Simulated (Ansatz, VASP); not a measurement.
Two plane-wave programs on LuH2

```
CELL_PARAMETERS angstrom
0.00000 2.49650 2.49650
2.49650 0.00000 2.49650
2.49650 2.49650 0.00000
ATOMIC_POSITIONS crystal
Lu 0.00000 0.00000 0.00000
H 0.25000 0.25000 0.25000
H 0.75000 0.75000 0.75000
```

Alike in both runs: functional r2SCAN; k mesh 14 × 14 × 14; occupations gaussian, width 0.1 eV; no spin polarisation.

Ansatz relaxed the structure, and its values are those at the end. VASP's run is a single point on that final structure, the one shown.

```csv
,VASP,Ansatz
version,VASP 6.6.1,Ansatz 0.2.0
potentials or method,"VASP PAW PBE potentials, release 64 (Lu, H), cutoff 520 eV","scalar-relativistic, plane waves, PAW"
valence electrons in the cell,27,27
```

Ansatz gave:

| Item | Value |
| --- | --- |
| gap on the k mesh at the Fermi level (eV) | none |
| pressure (GPa) | 0.0 |

Task: Estimate VASP's values.

Result: gap on the k mesh at the Fermi level (eV): none; pressure (GPa): 0.5.

VASP's potentials were made for PBE, not for r2SCAN. A gap of «none» marks a metal or a gap that the smearing closes.

Neither program's run includes spin-orbit coupling.
